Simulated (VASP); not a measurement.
# Ge (Fmmm) in VASP: further runs, part 2 of 2

VASP 6.6.1. Earlier steps stand in the parts before.

## 3. Single point, LDA

This run uses another cell than the first one, of 19.42 Å³/atom.

INCAR

```
SYSTEM = Ge
PREC = Accurate ; ENCUT = 520
EDIFF = 1E-6 ; ISMEAR = -1
SIGMA = 0.05 ; LREAL = .FALSE.
LASPH = .TRUE. ; NELM = 60
ALGO = Normal ; ISIF = 2
LWAVE = .FALSE. ; LCHARG = .TRUE.
GGA = CA ; LELF = .TRUE.
LVHAR = .TRUE. ; NBANDS = 36
```

KPOINTS

```
regular mesh
0
G
  7 7 7
  0 0 0
```

POSCAR

```
Ge
1.0
    0.0000000000      2.8857400000      5.1156650000
    2.6304970000      0.0000000000      5.1156650000
    2.6304970000      2.8857400000      0.0000000000
Ge
4
Direct
    0.7264900000      0.2735100000      0.7264900000
    0.2735100000      0.7264900000      0.2735100000
    0.2181330000      0.2181330000      0.7818670000
    0.7818670000      0.7818670000      0.2181330000
```

Potentials or basis: VASP PAW LDA potentials, release 64 (Ge_d).

Started as:

```console
$ cat potpaw_LDA.64/Ge_d/POTCAR > POTCAR
$ mpirun -np 1 vasp_std > vasp.out
```

Run time: 5.3 min. Hardware: 1 thread of Intel Xeon 8259CL, shared host; peak memory 0.28 GiB.

Results (log left out):

- Free energy: -19.9577 eV
- Pressure: -5.2 GPa
- Largest force: 0.040 eV/Å
- Band gap on the k mesh: zero (bands 28 and 29 overlap by 2.71 eV)

Forces on the atoms (eV/Å):
```
Ge   0.000 -0.040  0.000
Ge   0.000  0.040  0.000
Ge   0.000  0.000  0.016
Ge   0.000  0.000 -0.016
```

Stress tensor (GPa, compression positive):
```
-5.83  0.00  0.00
 0.00 -4.76  0.00
 0.00  0.00 -4.99
```

Levels at points of the mesh, in eV from the Fermi level:
| k point | band 24 | band 25 | band 26 | band 27 | band 28 | band 29 | band 30 | band 31 | band 32 | band 33 |
| --- | --- | --- | --- | --- | --- | --- | --- | --- | --- | --- |
| (0.00, 0.00, 0.00) | -3.84 | -2.89 | -2.27 | -1.92 | -1.76 | -1.53 | 3.05 | 3.84 | 4.06 | 6.22 |

Caveat: the cell stands under tension.

## 4. Single point, LDA

This run uses another cell than the first one, of 19.42 Å³/atom.

INCAR

```
ALGO = Normal
EDIFF = 1E-7
ENCUT = 520
GGA = CA
ISIF = 2
ISMEAR = -1
LASPH = True
LCHARG = True
LELF = True
LREAL = False
LVHAR = True
LWAVE = False
NBANDS = 36
NELM = 60
PREC = Accurate
SIGMA = 0.05
```

KPOINTS

```
k-points
0
Gamma
  7 7 7
```

POSCAR is that of step 3.

Potentials or basis: VASP PAW LDA potentials, release 64 (Ge_d).

Started as:

```console
$ cat potpaw_LDA.64/Ge_d/POTCAR > POTCAR
$ mpirun -np 1 vasp_std > vasp.out
```

OUTCAR:

```text
EDIFF = 1E-7
   ENCUT = 520
   GGA = CA
   ISIF = 2
   ISMEAR = -1
   LASPH = True
   LREAL = False
   NELM = 60
   PREC = Accurate

 ion  position               nearest neighbor table
   1  0.726  0.274  0.726-   2 2.61   2 2.64   2 2.64   3 2.73   4 2.73
   2  0.274  0.726  0.274-   1 2.61   1 2.64   1 2.64   3 2.73   4 2.73
   3  0.218  0.218  0.782-   4 2.71   4 2.71   1 2.73   2 2.73
   4  0.782  0.782  0.218-   3 2.71   3 2.71   1 2.73   2 2.73

  LATTYP: Found a face centered orthorhombic cell.
 ALAT       =     5.2609940000
 B/A-ratio  =     1.0970322338
 C/A-ratio  =     1.9447522654

  Lattice vectors:

 A1 = (   0.0000000000,   2.8857400000,   5.1156650000)
 A2 = (   2.6304970000,   0.0000000000,   5.1156650000)
 A3 = (   2.6304970000,   2.8857400000,   0.0000000000)

Analysis of symmetry for initial positions (statically):
=====================================================================
 Subroutine PRICEL returns:
 Original cell was already a primitive cell.

 Routine SETGRP: Setting up the symmetry group for a
 face centered orthorhombic supercell.

 Subroutine GETGRP returns: Found  8 space group operations
 (whereof  8 operations were pure point group operations)
 out of a pool of  8 trial point group operations.

The static configuration has the point symmetry D_2h.

Analysis of symmetry for dynamics (positions and initial velocities):
=====================================================================
 Subroutine PRICEL returns:
 Original cell was already a primitive cell.

 Routine SETGRP: Setting up the symmetry group for a
 face centered orthorhombic supercell.

 Subroutine GETGRP returns: Found  8 space group operations
 (whereof  8 operations were pure point group operations)
 out of a pool of  8 trial point group operations.
[... 119 lines left out ...]
   EFERMI =   0.00;   METHOD = LEGACY
   ISMEAR =    -1;   SIGMA  =   0.05  broadening in eV -4-tet -1-fermi 0-gaus
   EFERMI_NEDOS =   21; number of points for ismear=-14 and -15
   IALGO  =     38    algorithm
   IMIX   =      4    mixing-type and parameters
     AMIX     =   0.40;   BMIX     =  1.00
     AMIX_MAG =   1.60;   BMIX_MAG =  1.00
  volume/ion in A,a.u.               =      19.42       131.03
  Fermi-wavevector in a.u.,A,eV,Ry     =   1.468008  2.774133 29.321208  2.155048
  Thomas-Fermi vector in A             =   2.583557
   LORBIT       =      0    0 simple, 1 ext, 2 COOP (PROOUT), +10 PAW based schemes
   GGA     = CA    functional components
   LHFCALC =     F    Hartree Fock is set to
   AEXX    =    0.0000 exact exchange contribution
   IVDW    =     0    specifies the selected vdW correction
   LEPSILON=     F    determine dielectric tensor
   LRPA    =     F    only Hartree local field effects (RPA)
 non-spin polarized calculation
  energy-cutoff  :      520.00
  volume of cell :       77.67
 maximum number of plane-waves:      2111
 NGX is ok and might be reduce to    48
   NGX = 21   NGY = 21   NGZ = 15

 number of electron      55.9999999 magnetization

 Free energy of the ion-electron system (eV)
  ---------------------------------------------------
  ext. energy  EPLUGINS =         0.00000000
  ---------------------------------------------------
  free energy    TOTEN  =       -19.95771621 eV

  energy without entropy =      -19.94547287  energy(sigma->0) =      -19.95159454

 E-fermi :   5.9864     XC(G=0): -11.3641

 val. band max:        5.9630882436   @ k =  -0.4286   0.4286   0.0000
 cond. band min:       6.0035287708   @ k =  -0.2857   0.1429  -0.0000
 fundamental gap:      0.0404405272
 Fermi energy:         5.9864254531

 k-point     1 :       0.0000    0.0000    0.0000
  band No.  band energies     occupation
      1     -18.8098      2.00000
      2     -18.7588      2.00000
      3     -18.7246      2.00000
      4     -18.7152      2.00000
      5     -18.7120      2.00000
      6     -18.7074      2.00000
[... 925 lines left out ...]
     35      12.5215      0.00000
     36      13.2947      0.00000

 [... further k-points ...]

------------------------ aborting loop because EDIFF is reached ----------------------------------------

  FORCE on cell =-STRESS in cart. coord.  units (eV):
  Direction    XX          YY          ZZ          XY          YZ          ZX
  --------------------------------------------------------------------------------------
  -------------------------------------------------------------------------------------
  Total       -2.7558297     -2.2384216     -2.3519277      0.0000000      0.0000000      0.0000000
  in kB      -56.8507053    -46.1769634    -48.5185083      0.0000000      0.0000000      0.0000000
  external PRESSURE =     -50.5153923 kB  Pullay stress =       0.0000000 kB

 VOLUME and BASIS-vectors are now :
 -----------------------------------------------------------------------------
  energy-cutoff  :      520.00
  volume of cell :       77.67
      direct lattice vectors                 reciprocal lattice vectors
     0.000000000  2.885740000  5.115665000    -0.190078149  0.173265783  0.097739004
     2.630497000  0.000000000  5.115665000     0.190078149 -0.173265783  0.097739004
     2.630497000  2.885740000  0.000000000     0.190078149  0.173265783 -0.097739004

 POSITION                                       TOTAL-FORCE (eV/Angst)
 -----------------------------------------------------------------------------------
      2.63050      4.19292      5.11566         0.000000     -0.040428      0.000000
      2.63050      1.57856      5.11566         0.000000      0.040428      0.000000
      2.63050      2.88574      2.23179         0.000000      0.000000      0.016360
      2.63050      2.88574      7.99954         0.000000      0.000000     -0.016360
 -----------------------------------------------------------------------------------
    total drift:                                0.000000      0.000000      0.000000

  FREE ENERGIE OF THE ION-ELECTRON SYSTEM (eV)
  ---------------------------------------------------
  free  energy   TOTEN  =       -19.9577162074 eV

  energy  without entropy=      -19.9454728712  energy(sigma->0) =      -19.95159454
```

stdout:

```text
POSCAR found type information on POSCAR Ge
 POSCAR found :  1 types and       4 ions
 scaLAPACK will be used
 LDA part: xc-table for (Slater(with rela. corr.)+CA(PZ))
 , standard interpolation
 POSCAR, INCAR and KPOINTS ok, starting setup
 FFT: planning ... GRIDC
 FFT: planning ... GRID_SOFT
 FFT: planning ... GRID
 WAVECAR not read
 entering main loop
```

Run time: 5 min. Hardware: 1 thread of Intel Xeon 8259CL, shared host; peak memory 0.28 GiB.

What came out:

```yaml
Free_energy: -19.9577 eV
Pressure: -5.1 GPa
Largest_force: 0.040 eV/Å
Band_gap_on_the_k_mesh: zero (bands 28 and 29 overlap by 2.71 eV)
```

Forces in eV/Å, atoms in the order of the input:
```
Ge   0.000 -0.040  0.000
Ge   0.000  0.040  0.000
Ge   0.000  0.000  0.016
Ge   0.000  0.000 -0.016
```

Caveat: the cell stands under tension.

## 5. Single point, LDA

This run uses another cell than the first one, of 19.80 Å³/atom.

INCAR

```
SYSTEM = Ge
PREC     = Accurate       ! precision mode
ENCUT    = 520            ! plane-wave cutoff, eV
EDIFF    = 1E-6           ! SCF threshold, eV
ISMEAR   = -1             ! smearing method
SIGMA    = 0.05           ! smearing width, eV
LREAL    = .False.        ! projectors in reciprocal space
LASPH    = .True.         ! aspherical terms in the spheres
NELM     = 80             ! most SCF steps
ALGO     = Normal         ! electronic algorithm
ISIF     = 2              ! what is computed and relaxed
LWAVE    = .False.        ! write WAVECAR
LCHARG   = .False.        ! write CHGCAR
NBANDS   = 36             ! bands
```

KPOINTS

```
Automatic mesh
0
Gamma
  7 7 7
  0 0 0
```

POSCAR

```
Ge
1.0
    0.0000000000      2.9048514179      5.1495445635
    2.6479180176      0.0000000000      5.1495445635
    2.6479180176      2.9048514179      0.0000000000
Ge
4
Direct
    0.7264900000      0.2735100000      0.7264900000
    0.2735100000      0.7264900000      0.2735100000
    0.2181330000      0.2181330000      0.7818670000
    0.7818670000      0.7818670000      0.2181330000
```

Started as:

```console
$ cat potpaw_LDA.64/Ge_d/POTCAR > POTCAR
$ mpirun -np 1 vasp_std > vasp.out
```

Run time: 3.5 min. Hardware: 1 thread of Intel Xeon 8259CL, shared host; peak memory 0.28 GiB.

Results (log left out):

* Free energy: -19.9037 eV
* Pressure: -6.3 GPa
* Largest force: 0.044 eV/Å
* Band gap on the k mesh: zero (bands 28 and 29 overlap by 2.68 eV)

Forces in eV/Å, atoms in the order of the input:
```
Ge   0.000 -0.044  0.000
Ge   0.000  0.044  0.000
Ge   0.000  0.000  0.003
Ge   0.000  0.000 -0.003
```

Stress tensor (GPa, compression positive):
```
-7.01  0.00  0.00
 0.00 -5.92  0.00
 0.00  0.00 -6.02
```

Levels at points of the mesh, in eV from the Fermi level:
| k point | band 25 | band 26 | band 27 | band 28 | band 29 | band 30 | band 31 | band 32 |
| --- | --- | --- | --- | --- | --- | --- | --- | --- |
| (0.00, 0.00, 0.00) | -2.91 | -2.20 | -1.86 | -1.71 | -1.48 | 3.09 | 3.88 | 3.99 |

Caveat: the cell stands under tension.

## 6. The runs side by side

| cell | gap on the mesh (eV) | pressure (GPa) | largest force (eV/Å) |
| --- | --- | --- | --- |
| a = 5.834, b = 5.714, c = 3.879 Å, angles 72.1, 68.7, 39.2°, 4 atoms | none | -3.9 | 0.04 |
| a = 5.873, b = 5.752, c = 3.905 Å, angles 72.1, 68.7, 39.2°, 4 atoms | none | -5.1 | 0.04 |
| a = 5.912, b = 5.790, c = 3.931 Å, angles 72.1, 68.7, 39.2°, 4 atoms | none | -6.3 | 0.04 |

Alike in all rows: task single point; level LDA; potentials or basis VASP PAW LDA potentials, release 64 (Ge_d); no spin polarisation; k mesh 7 × 7 × 7; cutoff (eV) 520; smearing fermi-dirac 0.05 eV.

Caveats: the cell stands under tension.

Total energies depend on the potentials used, so only differences within one code and one set of settings carry meaning.

The gap in the log of VASP goes by the Fermi energy; the results here count the filled bands.